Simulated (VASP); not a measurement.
# MnS (Imm2) in VASP: single point with PBEsol+U

Aim: the single point of MnS with PBEsol+U.

Program: VASP 6.6.1. These are calculated values, not measurements. Logs are shortened: lines on timing, memory, paths and dates and some standing lists are left out, and cuts for length are marked.

### Step 1. The cell of the first run

The structure is orthorhombic, space group Imm2 (No. 44). Conventional cell: a = 3.683 Å, b = 5.209 Å, c = 3.683 Å, α = 90.00°, β = 90.00°, γ = 90.00°. Mn (site symmetry mm2) has 6 S at 2.49 to 2.72 Å within 3.3 Å. Within 3.3 Å of S (site symmetry mm2) lie 6 Mn at 2.49 to 2.72 Å.

### Step 2. Single point, PBEsol+U, collinear spin, ferromagnetic start

INCAR reads:

```
ALGO = Normal ; EDIFF = 1E-6
ENCUT = 520 ; GGA = PS
ISIF = 2 ; ISMEAR = -1
ISPIN = 2 ; LASPH = T
LCHARG = T ; LDAU = T
LDAUJ = 0 0 ; LDAUL = 2 -1
LDAUPRINT = 1 ; LDAUTYPE = 2
LDAUU = 4.5 0 ; LELF = T
LMAXMIX = 4 ; LORBIT = 11
LREAL = F ; LVHAR = T
LWAVE = F ; MAGMOM = 4 0
NBANDS = 20 ; NELM = 150
PREC = Accurate ; SIGMA = 0.1
```

KPOINTS reads:

```
k-points
0
Gamma
  6 6 6
```

POSCAR reads:

```
MnS
1.0
    0.0000000000      2.6045000000      2.6045000000
    2.6045000000      0.0000000000      2.6045000000
    2.6045000000      2.6045000000      0.0000000000
Mn S
1 1
Direct
    0.0000000000      0.0000000000      0.0450000000
    0.5000000000      0.5000000000      0.5000000000
```

Potentials or basis: VASP PAW PBE potentials, release 64 (Mn_pv, S).

Command:

```bash
cat potpaw_PBE.64/Mn_pv/POTCAR potpaw_PBE.64/S/POTCAR > POTCAR
mpirun -np 1 vasp_std > vasp.out
```

OUTCAR:

```text
EDIFF = 1E-6
   ENCUT = 520
   GGA = PS
   ISIF = 2
   ISMEAR = -1
   ISPIN = 2
   LASPH = T
   LORBIT = 11
   LREAL = F
   NELM = 150
   PREC = Accurate

 ion  position               nearest neighbor table
   1  0.000  0.000  0.045-   2 2.49   2 2.49   2 2.61   2 2.61   2 2.72   2 2.72
   2  0.500  0.500  0.500-   1 2.49   1 2.49   1 2.61   1 2.61   1 2.72   1 2.72

  LATTYP: Found a face centered cubic cell.
 ALAT       =     5.2090000000

  Lattice vectors:

 A1 = (   0.0000000000,   2.6045000000,   2.6045000000)
 A2 = (   2.6045000000,   0.0000000000,   2.6045000000)
 A3 = (   2.6045000000,   2.6045000000,   0.0000000000)

Analysis of symmetry for initial positions (statically):
=====================================================================
 Subroutine PRICEL returns:
 Original cell was already a primitive cell.

 Routine SETGRP: Setting up the symmetry group for a
 face centered cubic supercell.

 Subroutine GETGRP returns: Found  4 space group operations
 (whereof  4 operations were pure point group operations)
 out of a pool of 48 trial point group operations.

The static configuration has the point symmetry C_2v.

Analysis of symmetry for dynamics (positions and initial velocities):
=====================================================================
 Subroutine PRICEL returns:
 Original cell was already a primitive cell.

 Routine SETGRP: Setting up the symmetry group for a
 face centered cubic supercell.

 Subroutine GETGRP returns: Found  4 space group operations
 (whereof  4 operations were pure point group operations)
 out of a pool of 48 trial point group operations.

The dynamic configuration has the point symmetry C_2v.

Analysis of structural, dynamic, and magnetic symmetry:
=====================================================================
 Subroutine PRICEL returns:
 Original cell was already a primitive cell.

 Routine SETGRP: Setting up the symmetry group for a
 face centered cubic supercell.

 Subroutine GETGRP returns: Found  4 space group operations
 (whereof  4 operations were pure point group operations)
 out of a pool of 48 trial point group operations.

The overall configuration has the point symmetry C_2v.

 Subroutine INISYM returns: Found  4 space group operations
 (whereof  4 operations are pure point group operations),
 and found     1 'primitive' translations

----------------------------------------------------------------------------------------

                                     Primitive cell

  volume of cell :      35.3348

  direct lattice vectors                    reciprocal lattice vectors
     0.000000000  2.604500000  2.604500000    -0.191975427  0.191975427  0.191975427
     2.604500000  0.000000000  2.604500000     0.191975427 -0.191975427  0.191975427
     2.604500000  2.604500000  0.000000000     0.191975427  0.191975427 -0.191975427

  length of vectors
     3.683319223  3.683319223  3.683319223     0.332511194  0.332511194  0.332511194

  position of ions in fractional coordinates (direct lattice)
     0.000000000  0.000000000  0.045000000
     0.500000000  0.500000000  0.500000000

  ion indices of the primitive-cell ions
   primitive index   ion index
                 1           1
                 2           2

----------------------------------------------------------------------------------------

 KPOINTS: k-points

Automatic generation of k-mesh.
 Grid dimensions read from file:
 generate k-points for:    6    6    6

 Generating k-lattice:

  Cartesian coordinates                     Fractional coordinates (reciprocal lattice)
    -0.031995905  0.031995905  0.031995905     0.166666667  0.000000000  0.000000000
[... 60 lines left out ...]
   LREAL  =      F    real-space projection
   EDIFFG = 0.1E-04   stopping-criterion for IOM
   NSW    =      0    number of steps for IOM
   IBRION =     -1    ionic relax: 0-MD 1-quasi-New 2-CG
   NFREE  =      0    steps in history (QN), initial steepest desc. (CG)
   ISIF   =      2    stress and relaxation
   ISYM   =      2    0-nonsym 1-usesym 2-fastsym
   POTIM  = 0.5000    time-step for ionic-motion
   TEBEG  =    0.0;   TEEND  =   0.0 temperature during run
   PSTRESS=    0.0 pullay stress
   NELECT =      19.0000    total number of electrons
   NUPDOWN=      -1.0000    fix difference up-down
   EMIN   =  10.00;   EMAX   =-10.00  energy-range for DOS
   EFERMI =   0.00;   METHOD = LEGACY
   ISMEAR =    -1;   SIGMA  =   0.10  broadening in eV -4-tet -1-fermi 0-gaus
   EFERMI_NEDOS =   21; number of points for ismear=-14 and -15
   IALGO  =     38    algorithm
   IMIX   =      4    mixing-type and parameters
     AMIX     =   0.40;   BMIX     =  1.00
     AMIX_MAG =   1.60;   BMIX_MAG =  1.00
  volume/ion in A,a.u.               =      17.67       119.23
  Fermi-wavevector in a.u.,A,eV,Ry     =   1.331246  2.515690 24.112464  1.772216
  Thomas-Fermi vector in A             =   2.460272
   LORBIT       =     11    0 simple, 1 ext, 2 COOP (PROOUT), +10 PAW based schemes
 LDA+U is selected, type is set to LDAUTYPE =  2
   angular momentum for each species LDAUL =     2   -1
   U (eV)           for each species LDAUU =   4.5  0.0
   J (eV)           for each species LDAUJ =   0.0  0.0
   GGA     = PS    functional components
   LHFCALC =     F    Hartree Fock is set to
   AEXX    =    0.0000 exact exchange contribution
   IVDW    =     0    specifies the selected vdW correction
   LEPSILON=     F    determine dielectric tensor
   LRPA    =     F    only Hartree local field effects (RPA)
 spin polarized calculation
  energy-cutoff  :      520.00
  volume of cell :       35.33
 maximum number of plane-waves:       962
   NGX = 13   NGY = 13   NGZ = 13

atom =   1  type =  1  l = 2

 onsite density matrix

spin component  1

  0.9345  0.0000  0.0001  0.0000  0.0000
  0.0000  0.9344  0.0000  0.0000  0.0000
  0.0001  0.0000  0.9564  0.0000 -0.0000
  0.0000  0.0000  0.0000  0.9344  0.0000
  0.0000  0.0000 -0.0000  0.0000  0.9558

spin component  2

  0.0162  0.0000  0.0017  0.0000  0.0000
  0.0000  0.0152  0.0000  0.0001  0.0000
  0.0017  0.0000  0.0731  0.0000 -0.0000
  0.0000  0.0001  0.0000  0.0152  0.0000
  0.0000  0.0000 -0.0000  0.0000  0.0759

 occupancies and eigenvectors

  o =  0.0152  v =  0.0000  0.0000  0.0000  0.0000  0.0000  0.0000 -0.7071 -0.0000  0.7071 -0.0000      0.0000  0.0000  0.0000  0.0000  0.0000  0.0000  0.0000  0.0000  0.0000  0.0000
  o =  0.0153  v =  0.0000  0.0000  0.0000  0.0000  0.0000  0.0000 -0.7071 -0.0000 -0.7071  0.0000      0.0000  0.0000  0.0000  0.0000  0.0000  0.0000  0.0000  0.0000  0.0000  0.0000
  o =  0.0162  v =  0.0000  0.0000  0.0000  0.0000  0.0000 -0.9996 -0.0000  0.0293 -0.0000  0.0000      0.0000  0.0000  0.0000  0.0000  0.0000  0.0000  0.0000  0.0000  0.0000  0.0000
  o =  0.0731  v =  0.0000  0.0000  0.0000  0.0000  0.0000 -0.0293  0.0000 -0.9996  0.0000 -0.0000      0.0000  0.0000  0.0000  0.0000  0.0000  0.0000  0.0000  0.0000  0.0000  0.0000
  o =  0.0759  v =  0.0000  0.0000  0.0000  0.0000  0.0000 -0.0000 -0.0000 -0.0000  0.0000  1.0000      0.0000  0.0000  0.0000  0.0000  0.0000  0.0000  0.0000  0.0000  0.0000  0.0000
  o =  0.9343  v =  0.0000  0.7071 -0.0000 -0.7071  0.0000  0.0000  0.0000  0.0000  0.0000  0.0000      0.0000  0.0000  0.0000  0.0000  0.0000  0.0000  0.0000  0.0000  0.0000  0.0000
  o =  0.9344  v = -0.0000 -0.7071  0.0000 -0.7071  0.0000  0.0000  0.0000  0.0000  0.0000  0.0000      0.0000  0.0000  0.0000  0.0000  0.0000  0.0000  0.0000  0.0000  0.0000  0.0000
  o =  0.9345  v = -1.0000  0.0000  0.0042  0.0000 -0.0000  0.0000  0.0000  0.0000  0.0000  0.0000      0.0000  0.0000  0.0000  0.0000  0.0000  0.0000  0.0000  0.0000  0.0000  0.0000
  o =  0.9558  v =  0.0000  0.0000 -0.0000 -0.0000 -1.0000  0.0000  0.0000  0.0000  0.0000  0.0000      0.0000  0.0000  0.0000  0.0000  0.0000  0.0000  0.0000  0.0000  0.0000  0.0000
  o =  0.9564  v = -0.0042 -0.0000 -1.0000  0.0000  0.0000  0.0000  0.0000  0.0000  0.0000  0.0000      0.0000  0.0000  0.0000  0.0000  0.0000  0.0000  0.0000  0.0000  0.0000  0.0000

 number of electron      19.0000001 magnetization       4.9983422

 Free energy of the ion-electron system (eV)
  ---------------------------------------------------
  ext. energy  EPLUGINS =         0.00000000
  ---------------------------------------------------
  free energy    TOTEN  =       -13.54665708 eV

  energy without entropy =      -13.54574087  energy(sigma->0) =      -13.54619898

 E-fermi :   6.6970     XC(G=0): -10.7654

 val. band max:        6.2932254445   @ k =   0.0000   0.0000   0.5000
 cond. band min:       6.9704288790   @ k =   0.0000   0.5000   0.5000
 fundamental gap:      0.6772034345
 Fermi energy:         6.6970330935

 spin component 1

 k-point     1 :       0.0000    0.0000    0.0000
  band No.  band energies     occupation
      1     -44.2015      1.00000
      2     -44.1978      1.00000
      3     -44.1927      1.00000
      4      -7.8466      1.00000
      5       1.1149      1.00000
      6       1.1487      1.00000
[... 1097 lines left out ...]
     19      20.7392      0.00000
     20      22.9403      0.00000

 [... further k-points ...]

------------------------ aborting loop because EDIFF is reached ----------------------------------------

  FORCE on cell =-STRESS in cart. coord.  units (eV):
  Direction    XX          YY          ZZ          XY          YZ          ZX
  --------------------------------------------------------------------------------------
  -------------------------------------------------------------------------------------
  Total        0.5349294      0.5349294      0.1412629     -0.0633620      0.0000000      0.0000000
  in kB       24.2551488     24.2551488      6.4052440     -2.8730038      0.0000000      0.0000000
  external PRESSURE =      18.3051805 kB  Pullay stress =       0.0000000 kB

 VOLUME and BASIS-vectors are now :
 -----------------------------------------------------------------------------
  energy-cutoff  :      520.00
  volume of cell :       35.33
      direct lattice vectors                 reciprocal lattice vectors
     0.000000000  2.604500000  2.604500000    -0.191975427  0.191975427  0.191975427
     2.604500000  0.000000000  2.604500000     0.191975427 -0.191975427  0.191975427
     2.604500000  2.604500000  0.000000000     0.191975427  0.191975427 -0.191975427

 POSITION                                       TOTAL-FORCE (eV/Angst)
 -----------------------------------------------------------------------------------
      0.11720      0.11720      0.00000        -0.355386     -0.355386      0.000000
      2.60450      2.60450      2.60450         0.355386      0.355386     -0.000000
 -----------------------------------------------------------------------------------
    total drift:                                0.000042      0.000042      0.000000

  FREE ENERGIE OF THE ION-ELECTRON SYSTEM (eV)
  ---------------------------------------------------
  free  energy   TOTEN  =       -13.5466570815 eV

  energy  without entropy=      -13.5457408715  energy(sigma->0) =      -13.54619898

 total charge

# of ion       s       p       d       tot
------------------------------------------
    1        0.227   6.181   4.893  11.300
    2        1.315   2.445   0.000   3.760
--------------------------------------------------
tot          1.542   8.626   4.893  15.061

 magnetization (x)

# of ion       s       p       d       tot
------------------------------------------
    1        0.047   0.040   4.510   4.596
    2        0.018   0.057   0.000   0.075
--------------------------------------------------
tot          0.065   0.097   4.510   4.671
```

Run time: 64 s. Hardware: 1 thread of Intel Xeon Platinum 8259CL at 2.50GHz (Skylake/Cascade Lake), shared host; peak memory 0.19 GiB.

What came out:

| Item | Value |
| --- | --- |
| Free energy | -13.5467 eV |
| Pressure | 1.8 GPa |
| Largest force | 0.503 eV/Å |
| Band gap on the k mesh | 0.68 eV (least direct gap 2.62 eV) |
| Net moment | 5.00 μB per cell |
| Site moments | Mn +4.60; S +0.07 μB |
| Valence electrons inside the program's atomic spheres | Mn 11.30; S 3.76 |

Forces on the atoms (eV/Å):
```
Mn  -0.355 -0.355  0.000
S    0.355  0.355  0.000
```

Eigenvalues of the final occupation matrices:
| site | spin | trace | eigenvalues |
| --- | --- | --- | --- |
| site 1 d | 1 | 4.72 | 0.93 0.93 0.93 0.96 0.96 |
| site 1 d | 2 | 0.20 | 0.02 0.02 0.02 0.07 0.08 |

Caveat: the PAW data sets were made with another functional, which shifts forces and pressure a little; a cell with one magnetic atom can't hold antiferromagnetic order, which such compounds often take.
